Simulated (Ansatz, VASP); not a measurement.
## LiH in VASP and in Ansatz

```
Li H
1.0
     0.00000    2.00233    2.00233
     2.00233    0.00000    2.00233
     2.00233    2.00233    0.00000
Li H
1 1
Cartesian
  0.0000 0.0000 0.0000
  2.0023 2.0023 2.0023
```

Alike in both runs: task single point; functional r2SCAN; k mesh 10 × 10 × 10; occupations gaussian, width 0.02 eV; no spin polarisation.

```csv
,VASP,Ansatz
version,VASP 6.6.1,Ansatz 0.2.0
potentials or method,"VASP PAW PBE potentials, release 64 (Li_sv, H), cutoff 520 eV","scalar-relativistic, plane waves, PAW"
valence electrons in the cell,4,4
```

```csv
,VASP,Ansatz,Ansatz less VASP
gap on the k mesh at the Fermi level (eV),3.58,3.63,+0.048
least direct gap on the mesh (eV),3.58,3.63,+0.048
```

VASP's potentials were made for PBE, not for r2SCAN.

Noted on VASP's run: the cutoff is short for stress, so the pressure is rough.
